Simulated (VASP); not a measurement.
# Mg (P6/mmm) in VASP: notebook, part 2 of 2

VASP 6.6.1.

### Step 3. Single point, PBEsol

This run uses another cell than the first one, of 23.80 Å³/atom, 1.032 times its volume.

INCAR

```
SYSTEM = Mg
PREC = Accurate
ENCUT = 520
EDIFF = 1E-6
ISMEAR = -1
SIGMA = 0.15
LREAL = .False.
LASPH = .True.
NELM = 100
ALGO = Normal
ISIF = 2
LWAVE = .False.
LCHARG = .False.
GGA = PS
NBANDS = 7
```

KPOINTS

```
regular mesh
0
Gamma
  11 11 9
  0 0 0
```

POSCAR

```
Mg
1.0
    3.0194867822      0.0000000000      0.0000000000
   -1.5097433911      2.6149519735      0.0000000000
    0.0000000000      0.0000000000      3.0140799577
Mg
1
Direct
    0.0000000000      0.0000000000      0.0000000000
```

Potentials or basis: VASP PAW PBE potentials, release 64 (Mg).

The run is started by

```
$ cat potpaw_PBE.64/Mg/POTCAR > POTCAR
$ mpirun -np 1 vasp_std > vasp.out
```

OUTCAR:

```text
SYSTEM = Mg
   PREC = Accurate
   ENCUT = 520
   EDIFF = 1E-6
   ISMEAR = -1
   LREAL = .False.
   LASPH = .True.
   NELM = 100
   ISIF = 2
   GGA = PS

 ion  position               nearest neighbor table
   1  0.000  0.000  0.000-

  LATTYP: Found a hexagonal cell.
 ALAT       =     3.0194867822
 C/A-ratio  =     0.9982093565

  Lattice vectors:

 A1 = (   3.0194867822,   0.0000000000,   0.0000000000)
 A2 = (  -1.5097433911,   2.6149519735,   0.0000000000)
 A3 = (   0.0000000000,   0.0000000000,   3.0140799577)

Analysis of symmetry for initial positions (statically):
=====================================================================
 Subroutine PRICEL returns:
 Original cell was already a primitive cell.

 Routine SETGRP: Setting up the symmetry group for a
 hexagonal supercell.

 Subroutine GETGRP returns: Found 24 space group operations
 (whereof 24 operations were pure point group operations)
 out of a pool of 24 trial point group operations.

The static configuration has the point symmetry D_6h.

Analysis of symmetry for dynamics (positions and initial velocities):
=====================================================================
 Subroutine PRICEL returns:
 Original cell was already a primitive cell.

 Routine SETGRP: Setting up the symmetry group for a
 hexagonal supercell.

 Subroutine GETGRP returns: Found 24 space group operations
 (whereof 24 operations were pure point group operations)
 out of a pool of 24 trial point group operations.

The dynamic configuration has the point symmetry D_6h.

 Subroutine INISYM returns: Found 24 space group operations
 (whereof 24 operations are pure point group operations),
 and found     1 'primitive' translations

----------------------------------------------------------------------------------------

                                     Primitive cell

  volume of cell :      23.7986

  direct lattice vectors                    reciprocal lattice vectors
     3.019486782  0.000000000  0.000000000     0.331182109  0.191208101  0.000000000
    -1.509743391  2.614951974  0.000000000     0.000000000  0.382416201  0.000000000
     0.000000000  0.000000000  3.014079958     0.000000000  0.000000000  0.331776202

  length of vectors
     3.019486782  3.019486534  3.014079958     0.382416170  0.382416201  0.331776202

  position of ions in fractional coordinates (direct lattice)
     0.000000000  0.000000000  0.000000000

  ion indices of the primitive-cell ions
   primitive index   ion index
                 1           1

----------------------------------------------------------------------------------------

 KPOINTS: regular mesh

Automatic generation of k-mesh.
 Grid dimensions read from file:
 generate k-points for:   11   11    9

 Generating k-lattice:

  Cartesian coordinates                     Fractional coordinates (reciprocal lattice)
     0.030107464  0.017382555  0.000000000     0.090909091  0.000000000  0.000000000
     0.000000000  0.034765109  0.000000000     0.000000000  0.090909091  0.000000000
     0.000000000  0.000000000  0.036864022     0.000000000  0.000000000  0.111111111

  Length of vectors
     0.034765106  0.034765109  0.036864022

  Shift w.r.t. Gamma in fractional coordinates (k-lattice)
     0.000000000  0.000000000  0.000000000

 Subroutine IBZKPT returns following result:
 ===========================================

 Found     80 irreducible k-points:

 Following reciprocal coordinates:
            Coordinates               Weight
  0.000000  0.000000  0.000000      1.000000
  0.090909 -0.000000  0.000000      6.000000
  0.181818 -0.000000  0.000000      6.000000
  0.272727 -0.000000  0.000000      6.000000
  0.363636 -0.000000  0.000000      6.000000
  0.454545  0.000000  0.000000      6.000000
[... 16 lines left out ...]
  0.090909  0.090909  0.111111     12.000000
  0.181818  0.090909  0.111111     24.000000
 [... further k-points ...]
   k-points           NKPTS =     80   k-points in BZ     NKDIM =     80   number of bands    NBANDS=      7
   number of dos      NEDOS =    301   number of ions     NIONS =      1
   total plane-waves  NPLWV =  13824
   dimension x,y,z NGX =    24 NGY =   24 NGZ =   24
   dimension x,y,z NGXF=    48 NGYF=   48 NGZF=   48
   ions per type =               1
   NGX,Y,Z   is equivalent  to a cutoff of  13.21, 13.21, 13.24 a.u.
   NGXF,Y,Z  is equivalent  to a cutoff of  26.43, 26.43, 26.48 a.u.
 SYSTEM =  Mg
   PREC   = accura    normal or accurate (medium, high low for compatibility)
   ISTART =      0    job   : 0-new  1-cont  2-samecut
   ICHARG =      2    charge: 1-file 2-atom 10-const
   ISPIN  =      1    spin polarized calculation?
   LNONCOLLINEAR =      F non collinear calculations
   LSORBIT =      F    spin-orbit coupling
   LASPH  =      T    aspherical Exc in radial PAW
   ENCUT  =  520.0 eV  38.22 Ry    6.18 a.u.   5.61  5.61  5.60*2*pi/ulx,y,z
   NELM   =    100;   NELMIN=  2; NELMDL= -5     # of ELM steps
   EDIFF  = 0.1E-05   stopping-criterion for ELM
   LREAL  =      F    real-space projection
   EDIFFG = 0.1E-04   stopping-criterion for IOM
   NSW    =      0    number of steps for IOM
   IBRION =     -1    ionic relax: 0-MD 1-quasi-New 2-CG
   NFREE  =      0    steps in history (QN), initial steepest desc. (CG)
   ISIF   =      2    stress and relaxation
   ISYM   =      2    0-nonsym 1-usesym 2-fastsym
   POTIM  = 0.5000    time-step for ionic-motion
   TEBEG  =    0.0;   TEEND  =   0.0 temperature during run
   PSTRESS=    0.0 pullay stress
   NELECT =       2.0000    total number of electrons
   NUPDOWN=      -1.0000    fix difference up-down
   EMIN   =  10.00;   EMAX   =-10.00  energy-range for DOS
   EFERMI =   0.00;   METHOD = LEGACY
   ISMEAR =    -1;   SIGMA  =   0.15  broadening in eV -4-tet -1-fermi 0-gaus
   EFERMI_NEDOS =   21; number of points for ismear=-14 and -15
   IALGO  =     38    algorithm
   IMIX   =      4    mixing-type and parameters
     AMIX     =   0.40;   BMIX     =  1.00
     AMIX_MAG =   1.60;   BMIX_MAG =  1.00
  volume/ion in A,a.u.               =      23.80       160.60
  Fermi-wavevector in a.u.,A,eV,Ry     =   0.717080  1.355085  6.996167  0.514204
  Thomas-Fermi vector in A             =   1.805667
   LORBIT       =      0    0 simple, 1 ext, 2 COOP (PROOUT), +10 PAW based schemes
   GGA     = PS    functional components
   LHFCALC =     F    Hartree Fock is set to
   AEXX    =    0.0000 exact exchange contribution
   IVDW    =     0    specifies the selected vdW correction
   LEPSILON=     F    determine dielectric tensor
   LRPA    =     F    only Hartree local field effects (RPA)
 non-spin polarized calculation
  energy-cutoff  :      520.00
  volume of cell :       23.80
 maximum number of plane-waves:       659
 NGX is ok and might be reduce to    24
   NGX = 11   NGY = 11   NGZ = 11

 number of electron       2.0000000 magnetization

 Free energy of the ion-electron system (eV)
  ---------------------------------------------------
  ext. energy  EPLUGINS =         0.00000000
  ---------------------------------------------------
  free energy    TOTEN  =        -1.49355793 eV

  energy without entropy =       -1.45709228  energy(sigma->0) =       -1.47532510

 E-fermi :   2.3801     XC(G=0):  -8.4038

 val. band max:        2.3489475924   @ k =   0.3636   0.2727   0.0000
 cond. band min:       2.4117825621   @ k =   0.3636   0.0909   0.4444
 fundamental gap:      0.0628349697
 Fermi energy:         2.3801021152

 k-point     1 :       0.0000    0.0000    0.0000
  band No.  band energies     occupation
      1      -4.3917      2.00000
      2      10.4784      0.00000
      3      11.3077      0.00000
      4      15.1200      0.00000
      5      15.1200      0.00000
      6      16.3660      0.00000
      7      16.3660      0.00000

 k-point     2 :       0.0909   -0.0000    0.0000
  band No.  band energies     occupation
      1      -4.2094      2.00000
      2      10.4336      0.00000
      3      11.4578      0.00000
      4      12.8587      0.00000
      5      14.1229      0.00000
      6      16.0926      0.00000
      7      17.6711      0.00000
[... 201 lines left out ...]
 k-point    23 :       0.0909    0.0909    0.1111
  band No.  band energies     occupation
      1      -3.6433      2.00000
      2       8.2481      0.00000
      3      11.0964      0.00000
      4      11.9771      0.00000
      5      14.8648      0.00000
      6      17.2100      0.00000
      7      17.9296      0.00000

 k-point    24 :       0.1818    0.0909    0.1111
  band No.  band energies     occupation
      1      -2.9220      2.00000
      2       8.0102      0.00000
      3       9.1006      0.00000
      4      10.9318      0.00000
      5      15.0012      0.00000
      6      17.1963      0.00000
      7      19.5073      0.00000

 [... further k-points ...]
[... 5 lines left out ...]
  --------------------------------------------------------------------------------------
  -------------------------------------------------------------------------------------
  Total        0.3052005      0.3052005      0.1434419      0.0000000      0.0000000      0.0000000
  in kB       20.5468019     20.5467974      9.6568369      0.0000000      0.0000000      0.0000000
  external PRESSURE =      16.9168121 kB  Pullay stress =       0.0000000 kB

 VOLUME and BASIS-vectors are now :
 -----------------------------------------------------------------------------
  energy-cutoff  :      520.00
  volume of cell :       23.80
      direct lattice vectors                 reciprocal lattice vectors
     3.019486782  0.000000000  0.000000000     0.331182109  0.191208101  0.000000000
    -1.509743391  2.614951974  0.000000000     0.000000000  0.382416201  0.000000000
     0.000000000  0.000000000  3.014079958     0.000000000  0.000000000  0.331776202

 POSITION                                       TOTAL-FORCE (eV/Angst)
 -----------------------------------------------------------------------------------
      0.00000      0.00000      0.00000         0.000000      0.000000      0.000000
 -----------------------------------------------------------------------------------
    total drift:                                0.000000      0.000000      0.000000

  FREE ENERGIE OF THE ION-ELECTRON SYSTEM (eV)
  ---------------------------------------------------
  free  energy   TOTEN  =        -1.4935579308 eV

  energy  without entropy=       -1.4570922761  energy(sigma->0) =       -1.47532510
```

OSZICAR:

```text
N       E                     dE             d eps       ncg     rms          rms(c)
DAV:   1    -0.867483922624E+00   -0.86748E+00   -0.79121E+02  1197   0.195E+02
DAV:   2    -0.150373809356E+01   -0.63625E+00   -0.61670E+00  1428   0.110E+01
DAV:   3    -0.150649442330E+01   -0.27563E-02   -0.27519E-02  1477   0.784E-01
DAV:   4    -0.150649915001E+01   -0.47267E-05   -0.47267E-05  1652   0.246E-02
DAV:   5    -0.150649915671E+01   -0.67042E-08   -0.68978E-08  1519   0.639E-04    0.636E-01
DAV:   6    -0.149935833097E+01    0.71408E-02   -0.66757E-04  1449   0.105E-01    0.404E-01
DAV:   7    -0.149355491424E+01    0.58034E-02   -0.25934E-03  1414   0.197E-01    0.203E-02
DAV:   8    -0.149355786173E+01   -0.29475E-05   -0.24350E-05  1477   0.265E-02    0.523E-03
DAV:   9    -0.149355793079E+01   -0.69055E-07   -0.72405E-07  1533   0.312E-03
   1 F= -.14935579E+01 E0= -.14753251E+01  d E =-.364657E-01
```

Wall time 3.8 s (1 thread of Intel Xeon 6975P-C (Granite Rapids), shared host); peak memory 0.14 GiB.

Results:

* Free energy: -1.4936 eV
* Pressure: 1.7 GPa
* Band gap on the k mesh: zero (band 1 reaches 4.65 eV, above the bottom of band 2 at 0.64 eV)

Caveat: the PAW data sets were made with another functional, which shifts forces and pressure a little.
